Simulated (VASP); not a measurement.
# AlTl2AuC6N6: single point with PBE

Crystal: AlTl2AuC6N6.

```
Al Tl C Au N
1.0
     0.00000    5.60350    5.60350
     5.60350    0.00000    5.60350
     5.60350    5.60350    0.00000
Al Tl C Au N
1 2 6 1 6
Direct
  0.50000 0.50000 0.50000
  0.25000 0.25000 0.25000
  0.75000 0.75000 0.75000
  0.78027 0.21973 0.21973
  0.21973 0.78027 0.21973
  0.21973 0.21973 0.78027
  0.21973 0.78027 0.78027
  0.78027 0.21973 0.78027
  0.78027 0.78027 0.21973
  0.00000 0.00000 0.00000
  0.67560 0.32440 0.32440
  0.32440 0.67560 0.32440
  0.32440 0.32440 0.67560
  0.32440 0.67560 0.67560
  0.67560 0.32440 0.67560
  0.67560 0.67560 0.32440
```

```
Program             : VASP 6.6.1
Task                : single point
Functional          : PBE
Potentials or basis : VASP PAW PBE potentials, release 64 (Al, Tl_d, C, Au, N)
Cutoff              : 520 eV
k mesh              : 4 × 4 × 4
Occupations         : gaussian, width 0.02 eV
Spin                : no spin polarisation
```

```json
{
 "Pressure": "0.3 GPa",
 "Largest force": "0.399 eV/Å",
 "Band gap on the k mesh": "0.71 eV, direct"
}
```

Forces on the atoms (eV/Å):
```
Al   0.000  0.000  0.000
Tl   0.000  0.000  0.000
Tl   0.000  0.000  0.000
C   -0.385  0.000  0.000
C    0.000 -0.385  0.000
C    0.000  0.000 -0.385
C    0.385  0.000  0.000
C    0.000  0.385  0.000
C    0.000  0.000  0.385
Au   0.000  0.000  0.000
N    0.399  0.000  0.000
N    0.000  0.399  0.000
N    0.000  0.000  0.399
N   -0.399  0.000  0.000
N    0.000 -0.399  0.000
N    0.000  0.000 -0.399
```

Levels at points of the mesh, in eV from the valence-band top:
| k point | band 44 | band 45 | band 46 | band 47 | band 48 | band 49 | band 50 | band 51 |
| --- | --- | --- | --- | --- | --- | --- | --- | --- |
| (0.00, 0.00, 0.00) | -2.75 | -2.75 | -0.02 | -0.02 | 0.89 | 0.89 | 0.89 | 1.54 |
| (0.50, 0.00, 0.00) | -2.65 | -2.65 | -0.10 | -0.10 | 0.91 | 1.00 | 1.19 | 1.19 |
| (0.50, 0.50, 0.00) | -2.58 | -2.58 | -0.26 | 0.00 | 0.71 | 0.92 | 0.92 | 1.36 |

It took 3.1 min on 1 thread of Intel(R) Xeon(R) 6975P-C (Granite Rapids), on a shared host, peak memory 0.55 GiB.

Caveat: spin-orbit coupling is left out, which moves the levels of the heavy elements. A k mesh can miss the band edges.
